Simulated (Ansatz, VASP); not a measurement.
## ZnS in VASP and in Ansatz

```
Zn S
1.0
     0.00000    2.66408    2.78579
     2.66408    0.00000    2.78579
     2.66408    2.66408    0.00000
Zn S
1 1
Cartesian
  0.0000 0.0000 0.0000
  3.9961 3.9961 4.1787
```

Change from the starting cell: strain -0.015 along x and y, +0.030 along z, atoms carried along.

Alike in both runs: task single point; functional r2SCAN; k mesh 8 × 8 × 8; occupations gaussian, width 0.05 eV; no spin polarisation.

|  | VASP | Ansatz |
| --- | --- | --- |
| version | VASP 6.6.1 | Ansatz 0.2.0 |
| potentials or method | VASP PAW PBE potentials, release 64 (Zn, S), cutoff 520 eV | scalar-relativistic, plane waves, PAW |
| valence electrons in the cell | 18 | 18 |

VASP gave:

| Property | Result |
| --- | --- |
| gap on the k mesh at the Fermi level (eV) | 2.60 |
| least direct gap on the mesh (eV) | 2.60 |
| pressure (GPa) | -0.8 |
| traceless stress, the component that is largest in VASP (GPa) | -1.41 |

Question: Estimate Ansatz's values.

Answer: gap on the k mesh at the Fermi level (eV): 2.59; least direct gap on the mesh (eV): 2.59; pressure (GPa): -0.9; traceless stress, the component that is largest in VASP (GPa): -1.42.

VASP's potentials were made for PBE, not for r2SCAN. The functional is the same, so the differences come from potentials, cutoffs and numerics.
